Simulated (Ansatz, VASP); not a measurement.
Two plane-wave programs on BiIr

```
Ir Bi
1.0
     0.00000    3.02602    3.02602
     3.02602    0.00000    3.02602
     3.02602    3.02602    0.00000
Ir Bi
1 1
Direct
  0.00000 0.00000 0.00000
  0.25000 0.25000 0.25000
```

Alike in both runs: task single point; functional PBE; k mesh 10 × 10 × 10; occupations gaussian, width 0.05 eV; no spin polarisation.

|  | VASP | Ansatz |
| --- | --- | --- |
| version | VASP 6.6.1 | Ansatz 0.2.0 |
| potentials or method | VASP PAW PBE potentials, release 64 (Ir, Bi_d), cutoff 500 eV | scalar-relativistic, plane waves, PAW |
| valence electrons in the cell | 24 | 32 |

```csv
,VASP,Ansatz,Ansatz less VASP
gap on the k mesh at the Fermi level (eV),none,none,-
pressure (GPa),3.9,3.9,-0.07
```

A gap of «none» marks a metal or a gap that the smearing closes. VASP's potentials hold 24 valence electrons a cell and Ansatz's 32, so a difference there can come from the potentials and not from the codes.

Spin-orbit coupling is off throughout.
